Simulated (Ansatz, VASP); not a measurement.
C: VASP beside Ansatz

```
CELL_PARAMETERS angstrom
2.45887 0.00000 0.00000
-0.00822 4.60287 0.00000
0.00000 0.00000 25.62568
ATOMIC_POSITIONS crystal
C 0.74921 0.76261 0.29268
C 0.24889 0.66760 0.31449
C 0.24825 0.47772 0.35815
C 0.74794 0.38270 0.37996
C 0.74730 0.19282 0.42362
C 0.24698 0.09781 0.44544
C 0.24635 0.90793 0.48909
C 0.74603 0.81291 0.51091
C 0.74539 0.62303 0.55456
C 0.24508 0.52801 0.57638
C 0.24444 0.33813 0.62004
C 0.74413 0.24312 0.64185
C 0.74349 0.05324 0.68551
C 0.24317 0.95822 0.70732
```

Alike in both runs: task single point; functional PBEsol; k mesh 11 × 6 × 1; occupations gaussian, width 0.05 eV; no spin polarisation.

|  | VASP | Ansatz |
| --- | --- | --- |
| version | VASP 6.6.1 | Ansatz 0.2.0 |
| potentials or method | VASP PAW PBE potentials, release 64 (C), cutoff 520 eV | scalar-relativistic, plane waves, PAW |
| valence electrons in the cell | 56 | 56 |

Ansatz gave:

| Item | Value |
| --- | --- |
| gap on the k mesh at the Fermi level (eV) | none |
| rms of the force components (eV/Å) | 0.766 |
| work function, face that differs most (eV) | 6.27 |

Q: What did VASP give for the same quantities?

A: gap on the k mesh at the Fermi level (eV): none; rms of the force components (eV/Å): 0.759; work function, face that differs most (eV): 6.26.

VASP's potentials were made for PBE, not for PBEsol. Atom by atom the forces differ by 0.014 eV/Å (rms over components). A gap of «none» marks a metal or a gap that the smearing closes. Ansatz's warnings: xc potential rough in thin density.
